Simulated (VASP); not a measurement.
# Li31MgCl31 (a cell with a defect) in VASP: single point with PBEsol

Aim: the single point of Li31MgCl31 (a cell with a defect) with PBEsol.

Everything below comes from runs of VASP 6.6.1. Logs are shortened: lines on timing, memory, paths and dates and some standing lists are left out, and cuts for length are marked.

## 1. The cell of the first run

The cell holds a defect, 63 atoms: a = 10.133 Å, b = 10.133 Å, c = 10.133 Å, α = 90.00°, β = 90.00°, γ = 90.00°.

## 2. Single point, PBEsol

Input file INCAR:

```
SYSTEM = Li31MgCl31
PREC = Accurate
ENCUT = 650
EDIFF = 1E-6
ISMEAR = -1
SIGMA = 0.05
LREAL = Auto
LASPH = .True.
NELM = 120
ALGO = Normal
ISIF = 2
LWAVE = .False.
LCHARG = .False.
GGA = PS
ISYM = 0
NBANDS = 193
GGA_COMPAT = .False.
```

Input file KPOINTS:

```
Automatic mesh
0
Gamma
  1 1 1
  0.25 0.25 0.25
```

Input file POSCAR:

```
Li31MgCl31
1.0
   10.1327090000      0.0000000000      0.0000000000
    0.0000000000     10.1327090000      0.0000000000
    0.0000000000      0.0000000000     10.1327090000
Cl Li Mg
31 31 1
Direct
    0.2506880000      0.9976430000      0.9981610000
    0.2518780000      0.9992270000      0.5017080000
    0.2519180000      0.5013260000      0.9996970000
    0.2552650000      0.5012960000      0.5017900000
    0.7491420000      0.9990650000      0.9994310000
    0.7482400000      0.9993240000      0.5007670000
    0.7482490000      0.5003920000      0.9997140000
    0.7452280000      0.5005700000      0.5008900000
    0.9981170000      0.2503000000      0.9981520000
    0.9996910000      0.2514540000      0.5017110000
    0.9994860000      0.7486950000      0.9994750000
    0.9997540000      0.7478200000      0.5007250000
    0.5017380000      0.2514640000      0.9996350000
    0.5017700000      0.2548620000      0.5018120000
    0.5008170000      0.7478420000      0.9996890000
    0.5009670000      0.7447670000      0.5009040000
    0.9982120000      0.9977010000      0.2506440000
    0.9994560000      0.9990200000      0.7491410000
    0.9996800000      0.5012820000      0.2518810000
    0.9997520000      0.5003780000      0.7482130000
    0.5017090000      0.9992350000      0.2518510000
    0.5007700000      0.9993060000      0.7481950000
    0.5018000000      0.5013390000      0.2551950000
    0.5009550000      0.5005580000      0.7451960000
    0.2513100000      0.2509220000      0.7508450000
    0.2514090000      0.7500730000      0.2513600000
    0.2511820000      0.7486220000      0.7490270000
    0.7506260000      0.2509480000      0.2513440000
    0.7490630000      0.2507830000      0.7490180000
    0.7490710000      0.7486700000      0.2511310000
    0.7492850000      0.7488460000      0.7492280000
    0.0013530000      0.0009270000      0.0013070000
    0.0021130000      0.0017110000      0.4986230000
    0.0022000000      0.4981910000      0.0021180000
    0.0025670000      0.4977080000      0.4980550000
    0.4986440000      0.0017040000      0.0021340000
    0.4981430000      0.0021400000      0.4980590000
    0.4981450000      0.4977210000      0.0026300000
    0.2475680000      0.2471260000      0.0290290000
    0.2439770000      0.2435550000      0.4620770000
    0.2487880000      0.7506080000      0.0053750000
    0.2444910000      0.7559820000      0.4952500000
    0.7510210000      0.2483830000      0.0053530000
    0.7563340000      0.2440730000      0.4952390000
    0.7514720000      0.7510180000      0.0021100000
    0.7561230000      0.7556990000      0.4981750000
    0.2474750000      0.0290380000      0.2473920000
    0.2487710000      0.0049460000      0.7509940000
    0.2439910000      0.4618760000      0.2439850000
    0.2444740000      0.4948280000      0.7563460000
    0.7510590000      0.0049660000      0.2487380000
    0.7514170000      0.0017400000      0.7514160000
    0.7563570000      0.4948580000      0.2444240000
    0.7561370000      0.4977660000      0.7560770000
    0.0292140000      0.2471050000      0.2474360000
    0.0053300000      0.2483290000      0.7510140000
    0.0054460000      0.7506190000      0.2487470000
    0.0021590000      0.7509880000      0.7514040000
    0.4622840000      0.2435340000      0.2438760000
    0.4952200000      0.2440320000      0.7562850000
    0.4952570000      0.7559300000      0.2443980000
    0.4982070000      0.7557130000      0.7560540000
    0.4992250000      0.4988100000      0.4991740000
```

Potentials or basis: VASP PAW PBE potentials, release 64 (Cl, Li_sv, Mg).

Run with:

```bash
$ cat potpaw_PBE.64/Cl/POTCAR potpaw_PBE.64/Li_sv/POTCAR potpaw_PBE.64/Mg/POTCAR > POTCAR
$ mpirun -np 1 vasp_std > vasp.out
```

OUTCAR:

```text
SYSTEM = Li31MgCl31
   PREC = Accurate
   ENCUT = 650
   EDIFF = 1E-6
   ISMEAR = -1
   LREAL = Auto
   LASPH = .True.
   NELM = 120
   ISIF = 2
   GGA = PS
   ISYM = 0

 ion  position               nearest neighbor table
   1  0.251  0.998  0.998-  41 2.50  48 2.51  36 2.51  32 2.53  47 2.55  39 2.55
   2  0.252  0.999  0.502-  42 2.47  37 2.50  40 2.51  48 2.53  33 2.53  47 2.59
   3  0.252  0.501  1.000-  50 2.47  38 2.50  49 2.51  41 2.53  34 2.53  39 2.59
   4  0.255  0.501  0.502-  63 2.47  35 2.56  50 2.58  42 2.58
   5  0.749  0.999  0.999-  52 2.51  45 2.51  51 2.53  43 2.53  36 2.54  32 2.56
   6  0.748  0.999  0.501-  46 2.47  44 2.48  37 2.53  52 2.54  51 2.55  33 2.57
   7  0.748  0.500  1.000-  54 2.47  53 2.48  38 2.53  45 2.54  43 2.55  34 2.57
   8  0.745  0.501  0.501-  63 2.49  46 2.59  54 2.59  53 2.60  44 2.60  35 2.61
   9  0.998  0.250  0.998-  43 2.50  56 2.51  34 2.51  32 2.53  55 2.55  39 2.55
  10  1.000  0.251  0.502-  44 2.47  35 2.50  40 2.51  56 2.53  33 2.53  55 2.59
  11  0.999  0.749  0.999-  45 2.51  58 2.51  57 2.53  41 2.53  34 2.54  32 2.56
  12  1.000  0.748  0.501-  46 2.47  42 2.48  35 2.53  58 2.54  57 2.55  33 2.57
  13  0.502  0.251  1.000-  60 2.47  38 2.50  59 2.51  43 2.53  36 2.53  39 2.59
  14  0.502  0.255  0.502-  63 2.47  37 2.56  60 2.58  44 2.58
  15  0.501  0.748  1.000-  62 2.47  61 2.48  38 2.53  45 2.54  41 2.55  36 2.57
  16  0.501  0.745  0.501-  63 2.49  62 2.59  46 2.59  42 2.60  61 2.60  37 2.61
  17  0.998  0.998  0.251-  57 2.50  51 2.51  33 2.51  32 2.53  47 2.55  55 2.55
[... 32 lines left out ...]
  50  0.244  0.495  0.756-   3 2.47  25 2.47  20 2.48  27 2.57   4 2.58  24 2.60
  51  0.751  0.005  0.249-  28 2.49  17 2.51   5 2.53  21 2.53   6 2.55  30 2.60
  52  0.751  0.002  0.751-   5 2.51  18 2.51  29 2.52  22 2.54   6 2.54  31 2.56
  53  0.756  0.495  0.244-  19 2.47  28 2.47   7 2.48  30 2.57  23 2.58   8 2.60
  54  0.756  0.498  0.756-  20 2.47   7 2.47  29 2.50  31 2.55  24 2.59   8 2.59
  55  0.029  0.247  0.247-   9 2.55  17 2.55  19 2.59  10 2.59
  56  0.005  0.248  0.751-  25 2.49   9 2.51  18 2.53  10 2.53  20 2.55  29 2.60
  57  0.005  0.751  0.249-  26 2.49  17 2.50  11 2.53  19 2.53  12 2.55  30 2.60
  58  0.002  0.751  0.751-  18 2.51  11 2.51  27 2.52  20 2.54  12 2.54  31 2.56
  59  0.462  0.244  0.244-  13 2.51  21 2.51
  60  0.495  0.244  0.756-  13 2.47  25 2.47  22 2.48  29 2.57  14 2.58  24 2.60
  61  0.495  0.756  0.244-  21 2.47  26 2.47  15 2.48  30 2.57  23 2.58  16 2.60
  62  0.498  0.756  0.756-  22 2.47  15 2.47  27 2.51  31 2.55  16 2.59  24 2.59
  63  0.499  0.499  0.499-  14 2.47   4 2.47  23 2.47  16 2.49   8 2.49  24 2.49

IMPORTANT INFORMATION: All symmetrisations will be switched off!
NOSYMM: (Re-)initialisation of all symmetry stuff for point group C_1.

----------------------------------------------------------------------------------------

                                     Primitive cell

  volume of cell :    1040.3434

  direct lattice vectors                    reciprocal lattice vectors
    10.132709000  0.000000000  0.000000000     0.098690291  0.000000000  0.000000000
     0.000000000 10.132709000  0.000000000     0.000000000  0.098690291  0.000000000
     0.000000000  0.000000000 10.132709000     0.000000000  0.000000000  0.098690291

[... 202 lines left out ...]
   IMIX   =      4    mixing-type and parameters
     AMIX     =   0.40;   BMIX     =  1.00
     AMIX_MAG =   1.60;   BMIX_MAG =  1.00
  volume/ion in A,a.u.               =      16.51       111.44
  Fermi-wavevector in a.u.,A,eV,Ry     =   1.095807  2.070775 16.337784  1.200793
  Thomas-Fermi vector in A             =   2.232138
   LORBIT       =      0    0 simple, 1 ext, 2 COOP (PROOUT), +10 PAW based schemes
   GGA     = PS    functional components
   LHFCALC =     F    Hartree Fock is set to
   AEXX    =    0.0000 exact exchange contribution
   IVDW    =     0    specifies the selected vdW correction
   LEPSILON=     F    determine dielectric tensor
   LRPA    =     F    only Hartree local field effects (RPA)
 non-spin polarized calculation
  energy-cutoff  :      650.00
  volume of cell :     1040.34
 maximum number of plane-waves:     39213
   NGX = 43   NGY = 43   NGZ = 43

 number of electron     311.9999937 magnetization

 Free energy of the ion-electron system (eV)
  ---------------------------------------------------
  ext. energy  EPLUGINS =         0.00000000
  ---------------------------------------------------
  free energy    TOTEN  =      -235.69961349 eV

  energy without entropy =     -235.69961348  energy(sigma->0) =     -235.69961348

 E-fermi :   6.0663     XC(G=0):  -9.0218

 val. band max:        5.0831187843   @ k =   0.2500   0.2500   0.2500
 cond. band min:       7.0339224310   @ k =   0.2500   0.2500   0.2500
 fundamental gap:      1.9508036467
 Fermi energy:         6.0662655971

 k-point     1 :       0.2500    0.2500    0.2500
  band No.  band energies     occupation
      1     -42.2687      2.00000
      2     -42.2678      2.00000
      3     -42.2676      2.00000
      4     -42.1357      2.00000
      5     -42.1351      2.00000
      6     -42.1348      2.00000
[... 673 lines left out ...]
    167       8.3355      0.00000
    168       8.4648      0.00000
 [bands above 168 left out]

------------------------ aborting loop because EDIFF is reached ----------------------------------------

  FORCE on cell =-STRESS in cart. coord.  units (eV):
  Direction    XX          YY          ZZ          XY          YZ          ZX
  --------------------------------------------------------------------------------------
  -------------------------------------------------------------------------------------
  Total       -0.2913917     -0.2718193     -0.2915104      0.1141632      0.1157222      0.1149260
  in kB       -0.4487568     -0.4186143     -0.4489396      0.1758167      0.1782176      0.1769915
  external PRESSURE =      -0.4387702 kB  Pullay stress =       0.0000000 kB

 VOLUME and BASIS-vectors are now :
 -----------------------------------------------------------------------------
  energy-cutoff  :      650.00
  volume of cell :     1040.34
      direct lattice vectors                 reciprocal lattice vectors
    10.132709000  0.000000000  0.000000000     0.098690291  0.000000000  0.000000000
     0.000000000 10.132709000  0.000000000     0.000000000  0.098690291  0.000000000
     0.000000000  0.000000000 10.132709000     0.000000000  0.000000000  0.098690291

 POSITION                                       TOTAL-FORCE (eV/Angst)
 -----------------------------------------------------------------------------------
      2.54015     10.10883     10.11407         0.002040      0.004040      0.000528
      2.55221     10.12488      5.08366         0.001163      0.001844      0.001618
      2.55261      5.07979     10.12964         0.001852      0.003651     -0.000479
      2.58653      5.07949      5.08449         0.009646      0.003832      0.003336
      7.59084     10.12323     10.12694         0.000030      0.001882      0.000404
      7.58170     10.12586      5.07413        -0.004758      0.000107     -0.001575
[... 55 lines left out ...]
      5.04819      7.65742      7.66088         0.004818     -0.004023     -0.002383
      5.05850      5.05430      5.05798        -0.006708     -0.006898     -0.005557
 -----------------------------------------------------------------------------------
    total drift:                                0.054883      0.016678      0.050562

  FREE ENERGIE OF THE ION-ELECTRON SYSTEM (eV)
  ---------------------------------------------------
  free  energy   TOTEN  =      -235.6996134872 eV

  energy  without entropy=     -235.6996134754  energy(sigma->0) =     -235.69961348
```

It took 70 min on 1 thread of AMD EPYC 7R13, shared host; peak memory 1.5 GiB.

What came out:

| Quantity | Value |
| --- | --- |
| Free energy | -235.6996 eV |
| Pressure | 0.0 GPa |
| Largest force | 0.013 eV/Å |
| Band gap on the k mesh | 1.95 eV |

Forces on the atoms (eV/Å):
```
Cl   0.002  0.004  0.001
Cl   0.001  0.002  0.002
Cl   0.002  0.004  0.000
Cl   0.010  0.004  0.003
Cl   0.000  0.002  0.000
Cl  -0.005  0.000 -0.002
Cl  -0.003 -0.003  0.003
Cl  -0.011  0.000  0.001
Cl  -0.001  0.002  0.000
Cl   0.002  0.002  0.003
Cl   0.001  0.000  0.001
Cl   0.000 -0.004 -0.001
Cl   0.004  0.002  0.001
Cl   0.005  0.009  0.005
Cl   0.000 -0.004  0.001
Cl   0.001 -0.010  0.001
Cl   0.000  0.003  0.002
Cl   0.000  0.003 -0.001
Cl   0.000  0.004  0.002
Cl   0.003 -0.003 -0.003
Cl   0.002  0.000  0.002
Cl  -0.001  0.001 -0.004
Cl   0.004  0.004  0.011
Cl   0.001  0.000 -0.012
Cl  -0.002 -0.004 -0.002
Cl  -0.002  0.000  0.000
Cl   0.000 -0.003 -0.001
Cl   0.001 -0.003 -0.003
Cl   0.000 -0.004  0.000
Cl  -0.001 -0.004  0.001
Cl  -0.002  0.000 -0.003
Li   0.002  0.003  0.002
Li  -0.002 -0.002 -0.003
Li  -0.004 -0.001 -0.003
Li   0.000  0.004  0.005
Li  -0.003 -0.002 -0.003
Li   0.002  0.001  0.003
Li   0.005  0.004 -0.001
Li   0.000  0.001  0.001
Li   0.002  0.002 -0.004
Li   0.000 -0.001 -0.006
Li   0.002 -0.006  0.006
Li  -0.001 -0.001 -0.007
Li  -0.004  0.002  0.006
Li   0.001  0.001 -0.002
Li  -0.002 -0.003  0.004
Li   0.000  0.000  0.001
Li   0.000 -0.007  0.000
Li   0.002 -0.006  0.001
Li   0.003  0.008 -0.003
Li  -0.001 -0.007  0.000
Li   0.001 -0.001  0.000
Li  -0.003  0.008  0.003
Li  -0.004  0.007 -0.003
Li   0.002  0.001  0.001
Li  -0.006 -0.001  0.000
Li  -0.006 -0.001  0.000
Li  -0.002  0.001  0.001
Li  -0.004  0.002  0.003
Li   0.006  0.003 -0.004
Li   0.006 -0.005  0.002
Li   0.005 -0.004 -0.002
Mg  -0.007 -0.007 -0.006
```

Levels at points of the mesh, in eV from the valence-band top:
```csv
k point,band 154,band 155,band 156,band 157,band 158,band 159
"(0.25, 0.25, 0.25)",-4.37,-4.37,0.00,1.95,2.37,2.53
```

Caveat: the PAW data sets were made with another functional, which shifts forces and pressure a little.
